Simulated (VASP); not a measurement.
A run of VASP 6.6.1 is set up as follows.

INCAR

```
SYSTEM = TaN
  PREC = Accurate
  ENCUT = 520
  EDIFF = 1E-8
  ISMEAR = -1
  SIGMA = 0.01
  LREAL = .FALSE.
  LASPH = .TRUE.
  NELM = 60
  ALGO = Normal
  ISIF = 2
  LWAVE = .FALSE.
  LCHARG = .FALSE.
  GGA = PS
  LEFG = .TRUE.
  NBANDS = 33
```

Contents of KPOINTS:

```
Automatic mesh
0
G
  6 6 9
  0 0 0
```

The input POSCAR:

```
TaN
1.0
    5.1257760305      0.0000000000      0.0000000000
   -2.5628880152      4.4390522565      0.0000000000
    0.0000000000      0.0000000000      2.8716573394
Ta N
3 3
Direct
    0.3333333333      0.6666666667      0.5000000000
    0.6666666667      0.3333333333      0.5000000000
    0.0000000000      0.0000000000      0.0000000000
    0.3928500000      0.0000000000      0.0000000000
    0.6071500000      0.6071500000      0.0000000000
    0.0000000000      0.3928500000      0.0000000000
```

Potentials or basis: VASP PAW PBE potentials, release 64 (Ta_pv, N).

Command:

```console
$ cat potpaw_PBE.64/Ta_pv/POTCAR potpaw_PBE.64/N/POTCAR > POTCAR
$ mpirun -np 1 vasp_std > vasp.out
```

(1) Predict the band gap on the k mesh.

(2) Estimate the pressure.

(3) Estimate the largest force.

Answers

(1) zero (bands 24 and 25 overlap by 3.23 eV).

(2) 11.5 GPa.

(3) 0.217 eV/Å.

Caveat: the cell stands under pressure; without QUAD_EFG the Cq values of the log hold for a quadrupole moment of 1 mb, not for the nuclei; the PAW data sets were made with another functional, which shifts forces and pressure a little; spin-orbit coupling is left out, which moves the levels of the heavy elements.
